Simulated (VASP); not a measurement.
# Ag (Pm-3m) in VASP: single point with PBEsol

Aim: the single point of Ag with PBEsol.

Everything below comes from runs of VASP 6.6.1. Logs are shortened: lines on timing, memory, paths and dates and some standing lists are left out, and cuts for length are marked.

**1. The cell of the first run**

The structure is cubic, space group Pm-3m (No. 221). The conventional cell has a = 3.760 Å, b = 3.760 Å, c = 3.760 Å, α = 90.00°, β = 90.00°, γ = 90.00°. Ag (site symmetry m-3m) has 6 Ag at 3.76 Å within 4.9 Å.

**2. Single point, PBEsol**

INCAR

```
PREC = Accurate ; ENCUT = 520
EDIFF = 1E-7 ; ISMEAR = 1
SIGMA = 0.1 ; LREAL = F
LASPH = T ; NELM = 60
ALGO = Normal ; ISIF = 2
LWAVE = F ; LCHARG = F
GGA = PS ; NBANDS = 12
```

KPOINTS

```
regular mesh
0
Gamma
  6 6 6
```

POSCAR

```
Ag
1.0
    3.7600000000      0.0000000000      0.0000000000
    0.0000000000      3.7600000000      0.0000000000
    0.0000000000      0.0000000000      3.7600000000
Ag
1
Direct
    0.0000000000      0.0000000000      0.0000000000
```

Potentials or basis: VASP PAW PBE potentials, release 64 (Ag).

Started as:

```
$ cat potpaw_PBE.64/Ag/POTCAR > POTCAR
$ mpirun -np 1 vasp_std > vasp.out
```

OUTCAR:

```text
PREC = Accurate
   ENCUT = 520
   EDIFF = 1E-7
   ISMEAR = 1
   LREAL = F
   LASPH = T
   NELM = 60
   ISIF = 2
   GGA = PS

 ion  position               nearest neighbor table
   1  0.000  0.000  0.000-

  LATTYP: Found a simple cubic cell.
 ALAT       =     3.7600000000

  Lattice vectors:

 A1 = (   3.7600000000,   0.0000000000,   0.0000000000)
 A2 = (   0.0000000000,   3.7600000000,   0.0000000000)
 A3 = (   0.0000000000,   0.0000000000,   3.7600000000)

Analysis of symmetry for initial positions (statically):
=====================================================================
 Subroutine PRICEL returns:
 Original cell was already a primitive cell.

 Routine SETGRP: Setting up the symmetry group for a
 simple cubic supercell.

 Subroutine GETGRP returns: Found 48 space group operations
 (whereof 48 operations were pure point group operations)
 out of a pool of 48 trial point group operations.

The static configuration has the point symmetry O_h .

Analysis of symmetry for dynamics (positions and initial velocities):
=====================================================================
 Subroutine PRICEL returns:
 Original cell was already a primitive cell.

 Routine SETGRP: Setting up the symmetry group for a
 simple cubic supercell.

 Subroutine GETGRP returns: Found 48 space group operations
 (whereof 48 operations were pure point group operations)
 out of a pool of 48 trial point group operations.

The dynamic configuration has the point symmetry O_h .

 Subroutine INISYM returns: Found 48 space group operations
 (whereof 48 operations are pure point group operations),
 and found     1 'primitive' translations

----------------------------------------------------------------------------------------

                                     Primitive cell

  volume of cell :      53.1574

  direct lattice vectors                    reciprocal lattice vectors
     3.760000000  0.000000000  0.000000000     0.265957447  0.000000000  0.000000000
     0.000000000  3.760000000  0.000000000     0.000000000  0.265957447  0.000000000
     0.000000000  0.000000000  3.760000000     0.000000000  0.000000000  0.265957447

  length of vectors
     3.760000000  3.760000000  3.760000000     0.265957447  0.265957447  0.265957447

  position of ions in fractional coordinates (direct lattice)
     0.000000000  0.000000000  0.000000000

  ion indices of the primitive-cell ions
   primitive index   ion index
                 1           1

----------------------------------------------------------------------------------------

 KPOINTS: regular mesh

Automatic generation of k-mesh.
 Grid dimensions read from file:
 generate k-points for:    6    6    6

 Generating k-lattice:

  Cartesian coordinates                     Fractional coordinates (reciprocal lattice)
     0.044326241  0.000000000  0.000000000     0.166666667  0.000000000  0.000000000
     0.000000000  0.044326241  0.000000000     0.000000000  0.166666667  0.000000000
     0.000000000  0.000000000  0.044326241     0.000000000  0.000000000  0.166666667

  Length of vectors
     0.044326241  0.044326241  0.044326241

  Shift w.r.t. Gamma in fractional coordinates (k-lattice)
     0.000000000  0.000000000  0.000000000

 Subroutine IBZKPT returns following result:
 ===========================================

 Found     20 irreducible k-points:

 Following reciprocal coordinates:
            Coordinates               Weight
  0.000000  0.000000  0.000000      1.000000
  0.166667  0.000000  0.000000      6.000000
  0.333333  0.000000  0.000000      6.000000
  0.500000  0.000000  0.000000      3.000000
  0.166667  0.166667  0.000000     12.000000
  0.333333  0.166667  0.000000     24.000000
[... 12 lines left out ...]
  0.500000  0.500000  0.333333      6.000000
  0.500000  0.500000  0.500000      1.000000
   k-points           NKPTS =     20   k-points in BZ     NKDIM =     20   number of bands    NBANDS=     12
   number of dos      NEDOS =    301   number of ions     NIONS =      1
   total plane-waves  NPLWV =  21952
   dimension x,y,z NGX =    28 NGY =   28 NGZ =   28
   dimension x,y,z NGXF=    56 NGYF=   56 NGZF=   56
   ions per type =               1
   NGX,Y,Z   is equivalent  to a cutoff of  12.38, 12.38, 12.38 a.u.
   NGXF,Y,Z  is equivalent  to a cutoff of  24.76, 24.76, 24.76 a.u.
 SYSTEM =  unknown system
   PREC   = accura    normal or accurate (medium, high low for compatibility)
   ISTART =      0    job   : 0-new  1-cont  2-samecut
   ICHARG =      2    charge: 1-file 2-atom 10-const
   ISPIN  =      1    spin polarized calculation?
   LNONCOLLINEAR =      F non collinear calculations
   LSORBIT =      F    spin-orbit coupling
   LASPH  =      T    aspherical Exc in radial PAW
   ENCUT  =  520.0 eV  38.22 Ry    6.18 a.u.   6.99  6.99  6.99*2*pi/ulx,y,z
   NELM   =     60;   NELMIN=  2; NELMDL= -5     # of ELM steps
   EDIFF  = 0.1E-06   stopping-criterion for ELM
   LREAL  =      F    real-space projection
   EDIFFG = 0.1E-05   stopping-criterion for IOM
   NSW    =      0    number of steps for IOM
   IBRION =     -1    ionic relax: 0-MD 1-quasi-New 2-CG
   NFREE  =      0    steps in history (QN), initial steepest desc. (CG)
   ISIF   =      2    stress and relaxation
   ISYM   =      2    0-nonsym 1-usesym 2-fastsym
   POTIM  = 0.5000    time-step for ionic-motion
   TEBEG  =    0.0;   TEEND  =   0.0 temperature during run
   PSTRESS=    0.0 pullay stress
   NELECT =      11.0000    total number of electrons
   NUPDOWN=      -1.0000    fix difference up-down
   EMIN   =  10.00;   EMAX   =-10.00  energy-range for DOS
   EFERMI =   0.00;   METHOD = LEGACY
   ISMEAR =     1;   SIGMA  =   0.10  broadening in eV -4-tet -1-fermi 0-gaus
   EFERMI_NEDOS =   21; number of points for ismear=-14 and -15
   IALGO  =     38    algorithm
   IMIX   =      4    mixing-type and parameters
     AMIX     =   0.40;   BMIX     =  1.00
     AMIX_MAG =   1.60;   BMIX_MAG =  1.00
  volume/ion in A,a.u.               =      53.16       358.72
  Fermi-wavevector in a.u.,A,eV,Ry     =   0.968318  1.829855 12.757356  0.937639
  Thomas-Fermi vector in A             =   2.098277
   LORBIT       =      0    0 simple, 1 ext, 2 COOP (PROOUT), +10 PAW based schemes
   GGA     = PS    functional components
   LHFCALC =     F    Hartree Fock is set to
   AEXX    =    0.0000 exact exchange contribution
   IVDW    =     0    specifies the selected vdW correction
   LEPSILON=     F    determine dielectric tensor
   LRPA    =     F    only Hartree local field effects (RPA)
 non-spin polarized calculation
 Methfessel and Paxton  Order N= 1 SIGMA  =   0.10
  energy-cutoff  :      520.00
  volume of cell :       53.16
 maximum number of plane-waves:      1472
 NGX is ok and might be reduce to    28
   NGX = 13   NGY = 13   NGZ = 13

 number of electron      10.9999988 magnetization

 Free energy of the ion-electron system (eV)
  ---------------------------------------------------
  ext. energy  EPLUGINS =         0.00000000
  ---------------------------------------------------
  free energy    TOTEN  =        -1.22208798 eV

  energy without entropy =       -1.22063611  energy(sigma->0) =       -1.22160402

 E-fermi :  -0.5199     XC(G=0):  -6.8228

 val. band max:       -0.5603365318   @ k =   0.5000   0.1667   0.0000
 cond. band min:      -0.4630740150   @ k =   0.3333   0.3333   0.1667
 fundamental gap:      0.0972625168
 Fermi energy:        -0.5199251893

 k-point     1 :       0.0000    0.0000    0.0000
  band No.  band energies     occupation
      1      -3.9644      2.00000
      2      -3.9644      2.00000
      3      -3.4600      2.00000
      4      -3.4600      2.00000
      5      -3.4600      2.00000
      6      -3.1521      2.00000
      7       7.6269      0.00000
      8       7.6269      0.00000
      9       7.6269      0.00000
     10       9.5899      0.00000
     11      10.2420      0.00000
     12      10.2420      0.00000

 k-point     2 :       0.1667    0.0000    0.0000
  band No.  band energies     occupation
      1      -3.9539      2.00000
      2      -3.8931      2.00000
      3      -3.4976      2.00000
      4      -3.4976      2.00000
      5      -3.4568      2.00000
      6      -2.8428      2.00000
      7       5.2018      0.00000
      8       7.9608      0.00000
      9       7.9608      0.00000
     10      10.0029      0.00000
     11      10.4406      0.00000
     12      12.9218      0.00000

 k-point     3 :       0.3333    0.0000    0.0000
  band No.  band energies     occupation
      1      -3.9328      2.00000
      2      -3.7829      2.00000
      3      -3.5708      2.00000
      4      -3.5708      2.00000
      5      -3.4504      2.00000
      6      -1.8847      2.00000
      7       2.4366      0.00000
      8       8.8230      0.00000
      9       8.8230      0.00000
     10      10.6396      0.00000
     11      11.0436      0.00000
     12      13.9294      0.00000
[... 226 lines left out ...]
 k-point    19 :       0.5000    0.5000    0.3333
  band No.  band energies     occupation
      1      -3.8306      2.00000
      2      -3.7612      2.00000
      3      -3.7612      2.00000
      4      -3.4367      2.00000
      5      -3.3121      2.00000
      6       2.3342      0.00000
      7       3.7535      0.00000
      8       3.7535      0.00000
      9       6.3250      0.00000
     10       6.5569      0.00000
     11       8.9993      0.00000
     12       8.9993      0.00000

 k-point    20 :       0.5000    0.5000    0.5000
  band No.  band energies     occupation
      1      -3.8158      2.00000
      2      -3.8158      2.00000
      3      -3.8158      2.00000
      4      -3.3100      2.00000
      5      -3.3100      2.00000
      6       3.5138      0.00000
      7       4.3661      0.00000
      8       4.3661      0.00000
      9       4.3661      0.00000
     10       7.7836      0.00000
     11       7.8971      0.00000
     12       7.8971      0.00000

------------------------ aborting loop because EDIFF is reached ----------------------------------------

  FORCE on cell =-STRESS in cart. coord.  units (eV):
  Direction    XX          YY          ZZ          XY          YZ          ZX
  --------------------------------------------------------------------------------------
  -------------------------------------------------------------------------------------
  Total       -1.5379051     -1.5379051     -1.5379051     -0.0000000     -0.0000000     -0.0000000
  in kB      -46.3528641    -46.3528641    -46.3528641     -0.0000000     -0.0000000     -0.0000000
  external PRESSURE =     -46.3528641 kB  Pullay stress =       0.0000000 kB

 VOLUME and BASIS-vectors are now :
 -----------------------------------------------------------------------------
  energy-cutoff  :      520.00
  volume of cell :       53.16
      direct lattice vectors                 reciprocal lattice vectors
     3.760000000  0.000000000  0.000000000     0.265957447  0.000000000  0.000000000
     0.000000000  3.760000000  0.000000000     0.000000000  0.265957447  0.000000000
     0.000000000  0.000000000  3.760000000     0.000000000  0.000000000  0.265957447

 POSITION                                       TOTAL-FORCE (eV/Angst)
 -----------------------------------------------------------------------------------
      0.00000      0.00000      0.00000         0.000000      0.000000      0.000000
 -----------------------------------------------------------------------------------
    total drift:                               -0.000000      0.000000     -0.000000

  FREE ENERGIE OF THE ION-ELECTRON SYSTEM (eV)
  ---------------------------------------------------
  free  energy   TOTEN  =        -1.2220879766 eV

  energy  without entropy=       -1.2206361141  energy(sigma->0) =       -1.22160402
```

Wall time 21 s (1 thread of AMD EPYC 7R13, shared host); peak memory 0.13 GiB.

What came out:

- Free energy: -1.2221 eV
- Pressure: -4.6 GPa

Caveat: the PAW data sets were made with another functional, which shifts forces and pressure a little.
